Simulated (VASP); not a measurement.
Here is a VASP 6.6.1 calculation.

File INCAR:

```
PREC = Accurate ; ENCUT = 520
EDIFF = 1E-7 ; ISMEAR = 0
SIGMA = 0.05 ; LREAL = False
LASPH = True ; NELM = 80
ALGO = Normal ; ISIF = 2
LWAVE = False ; LCHARG = False
GGA = CA ; NBANDS = 20
```

Contents of KPOINTS:

```
regular mesh
0
Gamma
  12 12 2
```

File POSCAR:

```
WSe2
1.0
    3.3179375931      0.0000000000      0.0000000000
   -1.6589687966      2.8734182438      0.0000000000
    0.0000000000      0.0000000000     16.6581424200
W Se
1 2
Direct
   -0.0044848718     -0.0089697437      0.0000000000
    0.3385535967      0.6771071934      0.0997865200
    0.3385535967      0.6771071934      0.9002134800
```

Potentials or basis: VASP PAW LDA potentials, release 64 (W_sv, Se).

Command:

```console
$ cat potpaw_LDA.64/W_sv/POTCAR potpaw_LDA.64/Se/POTCAR > POTCAR
$ mpirun -np 1 vasp_std > vasp.out
```

What does it give for the largest force?

0.987 eV/Å.

Estimate the band gap on the k mesh.

1.51 eV, direct.

Forces in eV/Å, atoms in the order of the input:
```
W    0.000  0.987  0.000
Se   0.000 -0.494 -0.297
Se   0.000 -0.494  0.297
```

Caveat: the cell differs from its parent crystal (mode 6 (239.1 1/cm) frozen in, largest displacement +0.030 Å); spin-orbit coupling is left out, which moves the levels of the heavy elements.
